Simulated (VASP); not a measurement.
Write the native input for VASP 6.6.1 that does the following.

- Task: single point
- Functional: HSE06
- Potentials or basis: VASP PAW PBE potentials, release 64 (Re)
- Cutoff: 520 eV
- k mesh: 10 × 10 × 10
- Occupations: gaussian, width 0.05 eV
- Spin: no spin polarisation
- Dipole correction: no
- Grid for exact exchange (PRECFOCK): Normal
- Further INCAR settings: ALGO = Normal; EDIFF = 1e-07; NBANDS = 10
- Share of exact exchange: 0.25
- Screening parameter: 0.2079 1/Å

The system is Re.

```
Re
1.0
    -1.54200    1.54200    1.54200
     1.54200   -1.54200    1.54200
     1.54200    1.54200   -1.54200
Re
1
Direct
  0.00000 0.00000 0.00000
```

This isn't the form of Re at room conditions, which is hcp.

These files were run (other wordings do the same):

POSCAR

```
Re
1.0
   -1.5420001333      1.5420001333      1.5420001333
    1.5420001333     -1.5420001333      1.5420001333
    1.5420001333      1.5420001333     -1.5420001333
Re
1
Direct
    0.0000000000      0.0000000000      0.0000000000
```

INCAR.step1

```
SYSTEM = Re
ALGO = Normal
EDIFF = 1E-5
ENCUT = 520
GGA = PE
ISIF = 2
ISMEAR = 0
LASPH = .True.
LCHARG = .False.
LREAL = .False.
LWAVE = .True.
NBANDS = 10
NELM = 100
PREC = Accurate
SIGMA = 0.05
```

INCAR.step2

```
SYSTEM = Re
ALGO = Normal
EDIFF = 1E-7
ENCUT = 520
GGA = PE
HFSCREEN = 0.2079
ISIF = 2
ISMEAR = 0
ISTART = 1
LASPH = .True.
LCHARG = .False.
LHFCALC = .True.
LREAL = .False.
LWAVE = .False.
NBANDS = 10
NELM = 100
PREC = Accurate
PRECFOCK = Normal
SIGMA = 0.05
```

KPOINTS

```
k-points
0
Gamma
  10 10 10
  0 0 0
```

Potentials or basis: VASP PAW PBE potentials, release 64 (Re).

The run is started by

```sh
$ cat potpaw_PBE.64/Re/POTCAR > POTCAR
$ cp INCAR.step1 INCAR
$ mpirun -np 1 vasp_std > vasp.out
$ cp INCAR.step2 INCAR
$ mpirun -np 1 vasp_std > vasp.out
```

Results of the run:

| Quantity | Value |
| --- | --- |
| Pressure | -3.7 GPa |
| Band gap on the k mesh | zero (an odd number of electrons rules out a gap without spin polarisation) |

Caveat: the cell stands under tension; the PAW data sets were made with another functional, which shifts forces and pressure a little; spin-orbit coupling is left out, which moves the levels of the heavy elements.

It took 66 min on 1 thread of Intel(R) Xeon(R) Platinum 8375C CPU @ 2.90GHz (Ice Lake), with other jobs on the host, peak memory 0.26 GiB.
